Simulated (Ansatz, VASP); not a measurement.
Mg4H: VASP beside Ansatz

```xyz
10
Lattice="6.4201 0.0000 0.0000 0.0000 5.1379 0.0000 0.0000 0.0000 21.6645" Properties=species:S:1:pos:R:3 pbc="T T T"
Mg    0.0000    3.8534    4.0000
Mg    3.2101    3.8534    4.0000
Mg    1.6050    1.2845    4.9267
Mg    4.8151    1.2845    4.9267
Mg    1.6050    3.8534    6.8746
Mg    4.8151    3.8534    6.8746
Mg    0.0000    1.2845    7.6645
Mg    3.2101    1.2845    7.6645
H     4.4401    0.4282   10.6645
H     5.1901    0.4282   10.6645
```

Alike in both runs: task single point; functional PBE; k mesh 4 × 5 × 1; occupations gaussian, width 0.1 eV; no spin polarisation.

|  | VASP | Ansatz |
| --- | --- | --- |
| version | VASP 6.6.1 | Ansatz 0.2.0 |
| potentials or method | VASP PAW PBE potentials, release 64 (Mg, H), cutoff 520 eV | scalar-relativistic, plane waves, PAW |
| valence electrons in the cell | 18 | 82 |

|  | VASP | Ansatz | Ansatz less VASP |
| --- | --- | --- | --- |
| gap on the k mesh at the Fermi level (eV) | none | none | - |
| rms of the force components (eV/Å) | 0.068 | 0.067 | -0.0014 |

Atom by atom the forces differ by 0.004 eV/Å (rms over components). A gap of «none» marks a metal or a gap that the smearing closes. VASP's potentials hold 18 valence electrons a cell and Ansatz's 82, so a difference there can come from the potentials and not from the codes.
